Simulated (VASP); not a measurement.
# Cs2AgBiBr6 (Fm-3m) in VASP: notebook

Cs2AgBiBr6 is run at these levels: PBEsol+U, LDA+U, LDA, PBE; tasks: single point.

Everything below comes from runs of VASP 6.6.1. Logs are shortened: lines on timing, memory, paths and dates and some standing lists are left out, and cuts for length are marked.

## (1) The cell of the first run

It takes space group Fm-3m (No. 225, cubic). The conventional cell has a = 11.232 Å, b = 11.232 Å, c = 11.232 Å, α = 90.00°, β = 90.00°, γ = 90.00°. Within 3.7 Å of Bi (site symmetry m-3m) lie 6 Br at 2.81 Å. Within 5.2 Å of Cs (site symmetry -43m) lie 12 Br at 3.97 Å and 4 Bi at 4.86 Å and 4 Ag at 4.86 Å. Ag (site symmetry m-3m) has 6 Br at 2.80 Å within 3.7 Å. Within 3.7 Å of Br (site symmetry 4mm) lie 1 Ag at 2.80 Å and 1 Bi at 2.81 Å.

## (2) Single point, PBEsol+U

The input, INCAR:

```
PREC = Accurate
ENCUT = 630
EDIFF = 1E-6
ISMEAR = -1
SIGMA = 0.05
LREAL = F
LASPH = T
NELM = 200
ALGO = Normal
ISIF = 2
LWAVE = F
LCHARG = F
LMAXMIX = 4
LDAU = T
LDAUTYPE = 2
LDAUL = -1 -1 2 -1
LDAUU = 0 0 6 0
LDAUJ = 0 0 0 0
LDAUPRINT = 1
GGA = PS
NBANDS = 58
GGA_COMPAT = F
```

The input, KPOINTS:

```
Automatic mesh
0
Gamma
  4 4 4
```

The input, POSCAR:

```
Cs2AgBiBr6
1.0
    0.0000000000      5.6161000000      5.6161000000
    5.6161000000      0.0000000000      5.6161000000
    5.6161000000      5.6161000000      0.0000000000
Bi Cs Ag Br
1 2 1 6
Direct
    0.0000000000      0.0000000000      0.0000000000
    0.7500000000      0.7500000000      0.7500000000
    0.2500000000      0.2500000000      0.2500000000
    0.5000000000      0.5000000000      0.5000000000
    0.7494500000      0.7494500000      0.2505500000
    0.2505500000      0.2505500000      0.7494500000
    0.7494500000      0.2505500000      0.2505500000
    0.7494500000      0.2505500000      0.7494500000
    0.2505500000      0.7494500000      0.7494500000
    0.2505500000      0.7494500000      0.2505500000
```

Potentials or basis: VASP PAW PBE potentials, release 64 (Bi_d, Cs_sv, Ag_sv_GW, Br).

On the command line:

```console
$ cat potpaw_PBE.64/Bi_d/POTCAR potpaw_PBE.64/Cs_sv/POTCAR potpaw_PBE.64/Ag_sv_GW/POTCAR potpaw_PBE.64/Br/POTCAR > POTCAR
$ mpirun -np 1 vasp_std > vasp.out
```

OUTCAR:

```text
PREC = Accurate
   ENCUT = 630
   EDIFF = 1E-6
   ISMEAR = -1
   LREAL = F
   LASPH = T
   NELM = 200
   ISIF = 2
   GGA = PS

 ion  position               nearest neighbor table
   1  0.000  0.000  0.000-   5 2.81   6 2.81   7 2.81   8 2.81   9 2.81  10 2.81
   2  0.750  0.750  0.750-
   3  0.250  0.250  0.250-
   4  0.500  0.500  0.500-
   5  0.749  0.749  0.251-   1 2.81
   6  0.251  0.251  0.749-   1 2.81
   7  0.749  0.251  0.251-   1 2.81
   8  0.749  0.251  0.749-   1 2.81
   9  0.251  0.749  0.749-   1 2.81
  10  0.251  0.749  0.251-   1 2.81

  LATTYP: Found a face centered cubic cell.
 ALAT       =    11.2322000000

  Lattice vectors:

 A1 = (   0.0000000000,   5.6161000000,   5.6161000000)
 A2 = (   5.6161000000,   0.0000000000,   5.6161000000)
 A3 = (   5.6161000000,   5.6161000000,   0.0000000000)

Analysis of symmetry for initial positions (statically):
=====================================================================
 Subroutine PRICEL returns:
 Original cell was already a primitive cell.

 Routine SETGRP: Setting up the symmetry group for a
 face centered cubic supercell.

 Subroutine GETGRP returns: Found 48 space group operations
 (whereof 48 operations were pure point group operations)
 out of a pool of 48 trial point group operations.

The static configuration has the point symmetry O_h .

Analysis of symmetry for dynamics (positions and initial velocities):
=====================================================================
 Subroutine PRICEL returns:
 Original cell was already a primitive cell.

 Routine SETGRP: Setting up the symmetry group for a
 face centered cubic supercell.

 Subroutine GETGRP returns: Found 48 space group operations
 (whereof 48 operations were pure point group operations)
 out of a pool of 48 trial point group operations.

The dynamic configuration has the point symmetry O_h .

 Subroutine INISYM returns: Found 48 space group operations
 (whereof 48 operations are pure point group operations),
 and found     1 'primitive' translations

----------------------------------------------------------------------------------------

                                     Primitive cell

  volume of cell :     354.2701

  direct lattice vectors                    reciprocal lattice vectors
     0.000000000  5.616100000  5.616100000    -0.089029754  0.089029754  0.089029754
     5.616100000  0.000000000  5.616100000     0.089029754 -0.089029754  0.089029754
     5.616100000  5.616100000  0.000000000     0.089029754  0.089029754 -0.089029754

  length of vectors
     7.942364788  7.942364788  7.942364788     0.154204057  0.154204057  0.154204057

  position of ions in fractional coordinates (direct lattice)
     0.000000000  0.000000000  0.000000000
     0.750000000  0.750000000  0.750000000
     0.250000000  0.250000000  0.250000000
     0.500000000  0.500000000  0.500000000
     0.749450000  0.749450000  0.250550000
     0.250550000  0.250550000  0.749450000
     0.749450000  0.250550000  0.250550000
     0.749450000  0.250550000  0.749450000
     0.250550000  0.749450000  0.749450000
     0.250550000  0.749450000  0.250550000

  ion indices of the primitive-cell ions
   primitive index   ion index
                 1           1
                 2           2
                 3           3
                 4           4
                 5           5
                 6           6
                 7           7
                 8           8
                 9           9
                10          10

----------------------------------------------------------------------------------------

 KPOINTS: Automatic mesh

Automatic generation of k-mesh.
 Grid dimensions read from file:
 generate k-points for:    4    4    4

 Generating k-lattice:

  Cartesian coordinates                     Fractional coordinates (reciprocal lattice)
    -0.022257438  0.022257438  0.022257438     0.250000000  0.000000000  0.000000000
     0.022257438 -0.022257438  0.022257438     0.000000000  0.250000000  0.000000000
     0.022257438  0.022257438 -0.022257438     0.000000000  0.000000000  0.250000000

  Length of vectors
     0.038551014  0.038551014  0.038551014

  Shift w.r.t. Gamma in fractional coordinates (k-lattice)
     0.000000000  0.000000000  0.000000000

 Subroutine IBZKPT returns following result:
 ===========================================

 Found      8 irreducible k-points:

 Following reciprocal coordinates:
            Coordinates               Weight
  0.000000  0.000000  0.000000      1.000000
  0.250000  0.000000  0.000000      8.000000
  0.500000  0.000000  0.000000      4.000000
  0.250000  0.250000  0.000000      6.000000
  0.500000  0.250000  0.000000     24.000000
 -0.250000  0.250000  0.000000     12.000000
  0.500000  0.500000  0.000000      3.000000
 -0.250000  0.500000  0.250000      6.000000
   k-points           NKPTS =      8   k-points in BZ     NKDIM =      8   number of bands    NBANDS=     58
   number of dos      NEDOS =    301   number of ions     NIONS =     10
   total plane-waves  NPLWV = 343000
   dimension x,y,z NGX =    70 NGY =   70 NGZ =   70
   dimension x,y,z NGXF=   140 NGYF=  140 NGZF=  140
   ions per type =               1   2   1   6
   NGX,Y,Z   is equivalent  to a cutoff of  14.65, 14.65, 14.65 a.u.
   NGXF,Y,Z  is equivalent  to a cutoff of  29.30, 29.30, 29.30 a.u.
 SYSTEM =  unknown system
   PREC   = accura    normal or accurate (medium, high low for compatibility)
   ISTART =      0    job   : 0-new  1-cont  2-samecut
   ICHARG =      2    charge: 1-file 2-atom 10-const
   ISPIN  =      1    spin polarized calculation?
   LNONCOLLINEAR =      F non collinear calculations
   LSORBIT =      F    spin-orbit coupling
   LASPH  =      T    aspherical Exc in radial PAW
   ENCUT  =  630.0 eV  46.30 Ry    6.80 a.u.  16.25 16.25 16.25*2*pi/ulx,y,z
   NELM   =    200;   NELMIN=  2; NELMDL= -5     # of ELM steps
   EDIFF  = 0.1E-05   stopping-criterion for ELM
   LREAL  =      F    real-space projection
   EDIFFG = 0.1E-04   stopping-criterion for IOM
   NSW    =      0    number of steps for IOM
   IBRION =     -1    ionic relax: 0-MD 1-quasi-New 2-CG
   NFREE  =      0    steps in history (QN), initial steepest desc. (CG)
   ISIF   =      2    stress and relaxation
   ISYM   =      2    0-nonsym 1-usesym 2-fastsym
   POTIM  = 0.5000    time-step for ionic-motion
   TEBEG  =    0.0;   TEEND  =   0.0 temperature during run
   PSTRESS=    0.0 pullay stress
   NELECT =      94.0000    total number of electrons
   NUPDOWN=      -1.0000    fix difference up-down
   EMIN   =  10.00;   EMAX   =-10.00  energy-range for DOS
   EFERMI =   0.00;   METHOD = LEGACY
   ISMEAR =    -1;   SIGMA  =   0.05  broadening in eV -4-tet -1-fermi 0-gaus
   EFERMI_NEDOS =   21; number of points for ismear=-14 and -15
   IALGO  =     38    algorithm
   IMIX   =      4    mixing-type and parameters
     AMIX     =   0.40;   BMIX     =  1.00
     AMIX_MAG =   1.60;   BMIX_MAG =  1.00
  volume/ion in A,a.u.               =      35.43       239.07
  Fermi-wavevector in a.u.,A,eV,Ry     =   1.051976  1.987947 15.056943  1.106654
  Thomas-Fermi vector in A             =   2.187041
   LORBIT       =      0    0 simple, 1 ext, 2 COOP (PROOUT), +10 PAW based schemes
 LDA+U is selected, type is set to LDAUTYPE =  2
   angular momentum for each species LDAUL =    -1   -1    2   -1
   U (eV)           for each species LDAUU =   0.0  0.0  6.0  0.0
   J (eV)           for each species LDAUJ =   0.0  0.0  0.0  0.0
   GGA     = PS    functional components
   LHFCALC =     F    Hartree Fock is set to
   AEXX    =    0.0000 exact exchange contribution
   IVDW    =     0    specifies the selected vdW correction
   LEPSILON=     F    determine dielectric tensor
   LRPA    =     F    only Hartree local field effects (RPA)
 non-spin polarized calculation
  energy-cutoff  :      630.00
  volume of cell :      354.27
 maximum number of plane-waves:     12743
 NGX is ok and might be reduce to    70
   NGX = 33   NGY = 33   NGZ = 33

atom =   4  type =  3  l = 2

 onsite density matrix

spin component  1

  0.8782 -0.0000  0.0000  0.0000  0.0000
 -0.0000  0.8782  0.0000  0.0000 -0.0000
  0.0000  0.0000  0.8806 -0.0000  0.0000
  0.0000  0.0000 -0.0000  0.8782  0.0000
  0.0000 -0.0000  0.0000  0.0000  0.8806

spin component  2

  0.8782 -0.0000  0.0000  0.0000  0.0000
 -0.0000  0.8782  0.0000  0.0000 -0.0000
  0.0000  0.0000  0.8806 -0.0000  0.0000
  0.0000  0.0000 -0.0000  0.8782  0.0000
  0.0000 -0.0000  0.0000  0.0000  0.8806

 occupancies and eigenvectors

  o =  0.8782  v =  0.0000 -0.9996  0.0000 -0.0277  0.0000  0.0000  0.0000  0.0000  0.0000  0.0000      0.0000  0.0000  0.0000  0.0000  0.0000  0.0000  0.0000  0.0000  0.0000  0.0000
  o =  0.8782  v =  0.0000  0.0000  0.0000  0.0000  0.0000  0.0000 -0.9996  0.0000 -0.0277  0.0000      0.0000  0.0000  0.0000  0.0000  0.0000  0.0000  0.0000  0.0000  0.0000  0.0000
  o =  0.8782  v =  0.0000 -0.0277  0.0000  0.9996 -0.0000  0.0000  0.0000  0.0000  0.0000  0.0000      0.0000  0.0000  0.0000  0.0000  0.0000  0.0000  0.0000  0.0000  0.0000  0.0000
  o =  0.8782  v =  0.0000  0.0000  0.0000  0.0000  0.0000  0.0000 -0.0277  0.0000  0.9996 -0.0000      0.0000  0.0000  0.0000  0.0000  0.0000  0.0000  0.0000  0.0000  0.0000  0.0000
  o =  0.8782  v =  0.0000  0.0000  0.0000  0.0000  0.0000  1.0000  0.0000  0.0000  0.0000  0.0000      0.0000  0.0000  0.0000  0.0000  0.0000  0.0000  0.0000  0.0000  0.0000  0.0000
  o =  0.8782  v =  1.0000  0.0000  0.0000  0.0000  0.0000  0.0000  0.0000  0.0000  0.0000  0.0000      0.0000  0.0000  0.0000  0.0000  0.0000  0.0000  0.0000  0.0000  0.0000  0.0000
  o =  0.8806  v =  0.0000  0.0000  0.0071 -0.0000 -1.0000  0.0000  0.0000  0.0000  0.0000  0.0000      0.0000  0.0000  0.0000  0.0000  0.0000  0.0000  0.0000  0.0000  0.0000  0.0000
  o =  0.8806  v =  0.0000  0.0000  0.0000  0.0000  0.0000  0.0000  0.0000  0.0071 -0.0000 -1.0000      0.0000  0.0000  0.0000  0.0000  0.0000  0.0000  0.0000  0.0000  0.0000  0.0000
  o =  0.8806  v =  0.0000  0.0000  0.0000  0.0000  0.0000  0.0000  0.0000  1.0000  0.0000  0.0071      0.0000  0.0000  0.0000  0.0000  0.0000  0.0000  0.0000  0.0000  0.0000  0.0000
  o =  0.8806  v =  0.0000  0.0000  1.0000  0.0000  0.0071  0.0000  0.0000  0.0000  0.0000  0.0000      0.0000  0.0000  0.0000  0.0000  0.0000  0.0000  0.0000  0.0000  0.0000  0.0000

 number of electron      94.0000003 magnetization

 Free energy of the ion-electron system (eV)
  ---------------------------------------------------
  ext. energy  EPLUGINS =         0.00000000
  ---------------------------------------------------
  free energy    TOTEN  =       -26.37969108 eV

  energy without entropy =      -26.37969102  energy(sigma->0) =      -26.37969105

 E-fermi :   1.7580     XC(G=0):  -8.3694

 val. band max:        1.0053741938   @ k =   0.5000   0.5000   0.0000
 cond. band min:       2.5125784649   @ k =   0.5000   0.0000   0.0000
 fundamental gap:      1.5072042711
 Fermi energy:         1.7580127007

 k-point     1 :       0.0000    0.0000    0.0000
  band No.  band energies     occupation
      1     -87.7696      2.00000
      2     -51.3806      2.00000
      3     -51.3806      2.00000
      4     -51.3806      2.00000
      5     -21.8014      2.00000
      6     -21.8014      2.00000
[... 50 lines left out ...]
     57       6.5189      0.00000
     58       6.5234      0.00000

 k-point     2 :       0.2500    0.0000    0.0000
  band No.  band energies     occupation
      1     -87.7696      2.00000
      2     -51.3806      2.00000
      3     -51.3806      2.00000
      4     -51.3806      2.00000
      5     -21.8014      2.00000
      6     -21.8014      2.00000
[... 361 lines left out ...]
      2     -51.3806      2.00000
      3     -51.3806      2.00000
      4     -51.3806      2.00000
      5     -21.8014      2.00000
      6     -21.8014      2.00000
[... 50 lines left out ...]
     57       7.2443      0.00000
     58       7.5834      0.00000

------------------------ aborting loop because EDIFF is reached ----------------------------------------

  FORCE on cell =-STRESS in cart. coord.  units (eV):
  Direction    XX          YY          ZZ          XY          YZ          ZX
  --------------------------------------------------------------------------------------
  -------------------------------------------------------------------------------------
  Total        0.2732094      0.2732094      0.2732094      0.0000000     -0.0000000     -0.0000000
  in kB        1.2355824      1.2355824      1.2355824      0.0000000     -0.0000000     -0.0000000
  external PRESSURE =       1.2355824 kB  Pullay stress =       0.0000000 kB

 VOLUME and BASIS-vectors are now :
 -----------------------------------------------------------------------------
  energy-cutoff  :      630.00
  volume of cell :      354.27
      direct lattice vectors                 reciprocal lattice vectors
     0.000000000  5.616100000  5.616100000    -0.089029754  0.089029754  0.089029754
     5.616100000  0.000000000  5.616100000     0.089029754 -0.089029754  0.089029754
     5.616100000  5.616100000  0.000000000     0.089029754  0.089029754 -0.089029754

 POSITION                                       TOTAL-FORCE (eV/Angst)
 -----------------------------------------------------------------------------------
      0.00000      0.00000      0.00000         0.000000     -0.000000     -0.000000
      8.42415      8.42415      8.42415         0.000000     -0.000000     -0.000000
      2.80805      2.80805      2.80805         0.000000     -0.000000     -0.000000
      5.61610      5.61610      5.61610         0.000000     -0.000000     -0.000000
      5.61610      5.61610      8.41797         0.000000     -0.000000     -0.220926
      5.61610      5.61610      2.81423         0.000000     -0.000000      0.220926
      2.81423      5.61610      5.61610         0.220926     -0.000000     -0.000000
      5.61610      8.41797      5.61610         0.000000     -0.220926     -0.000000
      8.41797      5.61610      5.61610        -0.220926     -0.000000     -0.000000
      5.61610      2.81423      5.61610         0.000000      0.220926     -0.000000
 -----------------------------------------------------------------------------------
    total drift:                                0.000000      0.000000      0.000000

  FREE ENERGIE OF THE ION-ELECTRON SYSTEM (eV)
  ---------------------------------------------------
  free  energy   TOTEN  =       -26.3796910769 eV

  energy  without entropy=      -26.3796910200  energy(sigma->0) =      -26.37969105
```

Run time: 4.3 min. Hardware: 1 thread of Intel Xeon 6975P-C (Granite Rapids), shared host; peak memory 0.85 GiB.

What came out:

| Item | Value |
| --- | --- |
| Free energy | -26.3797 eV |
| Pressure | 0.1 GPa |
| Largest force | 0.221 eV/Å |
| Band gap on the k mesh | 1.51 eV (least direct gap 2.64 eV) |

Forces in eV/Å, atoms in the order of the input:
```
Bi   0.000  0.000  0.000
Cs   0.000  0.000  0.000
Cs   0.000  0.000  0.000
Ag   0.000  0.000  0.000
Br   0.000  0.000 -0.221
Br   0.000  0.000  0.221
Br   0.221  0.000  0.000
Br   0.000 -0.221  0.000
Br  -0.221  0.000  0.000
Br   0.000  0.221  0.000
```

Levels at points of the mesh, in eV from the valence-band top:
| k point | band 44 | band 45 | band 46 | band 47 | band 48 | band 49 | band 50 | band 51 |
| --- | --- | --- | --- | --- | --- | --- | --- | --- |
| (0.00, 0.00, 0.00) | -0.97 | -0.97 | -0.80 | -0.80 | 2.50 | 2.50 | 2.50 | 3.71 |
| (0.50, 0.00, 0.00) | -1.28 | -1.17 | -1.17 | -1.13 | 1.51 | 3.86 | 3.86 | 5.04 |
| (0.50, 0.50, 0.00) | -1.52 | -0.99 | -0.81 | 0.00 | 3.02 | 3.02 | 3.40 | 4.72 |

Eigenvalues of the final occupation matrices:
```tsv
site	spin	trace	eigenvalues
site 4 d	1	4.40	0.88 0.88 0.88 0.88 0.88
site 4 d	2	4.40	0.88 0.88 0.88 0.88 0.88
```

Caveat: the PAW data sets were made with another functional, which shifts forces and pressure a little; spin-orbit coupling is left out, which moves the levels of the heavy elements. A k mesh can miss the band edges.

## (3) Single point, LDA+U

The input, INCAR:

```
SYSTEM = Cs2AgBiBr6
PREC     = Accurate       ! precision mode
ENCUT    = 630            ! plane-wave cutoff, eV
EDIFF    = 1E-6           ! SCF threshold, eV
ISMEAR   = -1             ! smearing method
SIGMA    = 0.05           ! smearing width, eV
LREAL    = .FALSE.        ! projectors in reciprocal space
LASPH    = .TRUE.         ! aspherical terms in the spheres
NELM     = 200            ! most SCF steps
ALGO     = Normal         ! electronic algorithm
ISIF     = 2              ! what is computed and relaxed
LWAVE    = .FALSE.        ! write WAVECAR
LCHARG   = .FALSE.        ! write CHGCAR
LMAXMIX  = 4              ! l up to which the mixer works
LDAU     = .TRUE.         ! DFT+U
LDAUTYPE = 2            
LDAUL    = -1 -1 2 -1     ! shell
LDAUU    = 0 0 5 0        ! U, eV
LDAUJ    = 0 0 0 0      
LDAUPRINT= 1            
GGA      = CA             ! functional
NBANDS   = 58             ! bands
GGA_COMPAT= .FALSE.
```

The input, KPOINTS:

```
regular mesh
0
G
  4 4 4
  0 0 0
```

POSCAR is that of step 2.

Potentials or basis: VASP PAW LDA potentials, release 64 (Bi_d, Cs_sv, Ag_sv_GW, Br).

On the command line:

```console
$ cat potpaw_LDA.64/Bi_d/POTCAR potpaw_LDA.64/Cs_sv/POTCAR potpaw_LDA.64/Ag_sv_GW/POTCAR potpaw_LDA.64/Br/POTCAR > POTCAR
$ mpirun -np 1 vasp_std > vasp.out
```

Run time: 4.4 min. Hardware: 1 thread of Intel Xeon 6975P-C (Granite Rapids), shared host; peak memory 0.66 GiB.

The run converged. Its results:

| Quantity | Value |
| --- | --- |
| Free energy | -29.2675 eV |
| Pressure | -1.3 GPa |
| Largest force | 0.271 eV/Å |
| Band gap on the k mesh | 1.39 eV (least direct gap 2.56 eV) |

Forces on the atoms (eV/Å):
```
Bi   0.000  0.000  0.000
Cs   0.000  0.000  0.000
Cs   0.000  0.000  0.000
Ag   0.000  0.000  0.000
Br   0.000  0.000 -0.271
Br   0.000  0.000  0.271
Br   0.271  0.000  0.000
Br   0.000 -0.271  0.000
Br  -0.271  0.000  0.000
Br   0.000  0.271  0.000
```

Levels at points of the mesh, in eV from the valence-band top:
```
           k point  band 44  band 45  band 46  band 47  band 48  band 49  band 50  band 51
(0.00, 0.00, 0.00)    -0.98    -0.98    -0.78    -0.78     2.40     2.40     2.40     3.49
(0.50, 0.00, 0.00)    -1.29    -1.18    -1.17    -1.17     1.39     3.79     3.79     4.85
(0.50, 0.50, 0.00)    -1.52    -1.00    -0.79     0.00     2.93     2.93     3.31     4.55
```

Eigenvalues of the final occupation matrices:
```csv
site,spin,trace,eigenvalues
site 4 d,1,4.38,0.87 0.87 0.87 0.88 0.88
site 4 d,2,4.38,0.87 0.87 0.87 0.88 0.88
```

Caveat: spin-orbit coupling is left out, which moves the levels of the heavy elements. A k mesh can miss the band edges.

[end of part 1 of 2]
